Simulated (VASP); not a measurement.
Set up this calculation in VASP 6.6.1, as the native input.

* Task: density of states
* Functional: PBEsol
* Potentials or basis: VASP PAW PBE potentials, release 64 (Ga_d, N)
* Cutoff: 520 eV
* k mesh: 17 × 17 × 17
* Occupations: fermi-dirac, width 0.05 eV
* Spin: no spin polarisation
* Dipole correction: no
* k mesh for the DOS: 26 × 26 × 26
* Occupations for the DOS: tetrahedron
* Further INCAR settings: ALGO = Normal; EDIFF = 1e-06

GaN (rocksalt type):

```
Ga N
1.0
     0.00000    2.10977    2.10977
     2.10977    0.00000    2.10977
     2.10977    2.10977    0.00000
Ga N
1 1
Direct
  0.00000 0.00000 0.00000
  0.50000 0.50000 0.50000
```

The input as run:

POSCAR

```
GaN
1.0
    0.0000000000      2.1097702465      2.1097702465
    2.1097702465      0.0000000000      2.1097702465
    2.1097702465      2.1097702465      0.0000000000
Ga N
1 1
Direct
    0.0000000000      0.0000000000      0.0000000000
    0.5000000000      0.5000000000      0.5000000000
```

INCAR.step1

```
PREC = Accurate
ENCUT = 520
EDIFF = 1E-6
ISMEAR = -1
SIGMA = 0.05
LREAL = F
LASPH = T
NELM = 120
ALGO = Normal
ISIF = 2
LWAVE = F
LCHARG = T
GGA = PS
NBANDS = 16
GGA_COMPAT = F
NEDOS = 2001
LORBIT = 11
```

KPOINTS.step1

```
Automatic mesh
0
Gamma
  17 17 17
```

INCAR.step2

```
PREC = Accurate
ENCUT = 520
EDIFF = 1E-6
ISMEAR = -5
SIGMA = 0.05
LREAL = F
LASPH = T
NELM = 120
ALGO = Normal
ISIF = 2
LWAVE = F
LCHARG = F
GGA = PS
LORBIT = 10
NEDOS = 2001
ICHARG = 11
GGA_COMPAT = F
```

KPOINTS.step2

```
Automatic mesh
0
Gamma
  26 26 26
```

Potentials or basis: VASP PAW PBE potentials, release 64 (Ga_d, N).

Launch:

```bash
$ cat potpaw_PBE.64/Ga_d/POTCAR potpaw_PBE.64/N/POTCAR > POTCAR
$ cp INCAR.step1 INCAR
$ cp KPOINTS.step1 KPOINTS
$ mpirun -np 1 vasp_std > vasp.out
$ cp INCAR.step2 INCAR
$ cp KPOINTS.step2 KPOINTS
$ mpirun -np 1 vasp_std > vasp.out
```

It gave:

- Valence electrons inside the program's atomic spheres: Ga 11.67; N 3.71

It took 53 s on 1 thread of Intel(R) Xeon(R) Platinum 8488C (Sapphire Rapids), with other jobs on the host, peak memory 0.25 GiB.
